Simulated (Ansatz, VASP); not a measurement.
## MgO2: VASP beside Ansatz

```
CELL_PARAMETERS angstrom
1.60476 0.92651 3.49398
-1.60476 0.92651 3.49398
0.00000 -1.85302 3.49398
ATOMIC_POSITIONS crystal
Mg 0.00000 0.00000 0.00000
O 0.42402 0.42402 0.42402
O 0.57598 0.57598 0.57598
```

Change from the starting cell: mode 9 (885.4 1/cm) frozen in, largest displacement -0.050 Å.

Alike in both runs: task single point; functional PBEsol; k mesh 12 × 12 × 12; occupations gaussian, width 0.05 eV; no spin polarisation.

|  | VASP | Ansatz |
| --- | --- | --- |
| version | VASP 6.6.1 | Ansatz 0.2.0 |
| potentials or method | VASP PAW PBE potentials, release 64 (Mg, O), cutoff 520 eV | scalar-relativistic, plane waves, PAW |
| valence electrons in the cell | 14 | 22 |

|  | VASP | Ansatz | Ansatz less VASP |
| --- | --- | --- | --- |
| gap on the k mesh at the Fermi level (eV) | 1.51 | 1.53 | +0.020 |
| least direct gap on the mesh (eV) | 1.51 | 1.53 | +0.020 |
| pressure (GPa) | -6.2 | -5.9 | +0.36 |
| traceless stress, the component that is largest in VASP (GPa) | -9.91 | -10.50 | -0.590 |
| rms of the force components (eV/Å) | 0.931 | 0.973 | +0.0420 |

VASP's potentials were made for PBE, not for PBEsol. Atom by atom the forces differ by 0.042 eV/Å (rms over components). With one functional, cell and mesh, what is left measures potentials, basis and numerics. VASP's potentials hold 14 valence electrons a cell and Ansatz's 22, so a difference there can come from the potentials and not from the codes.
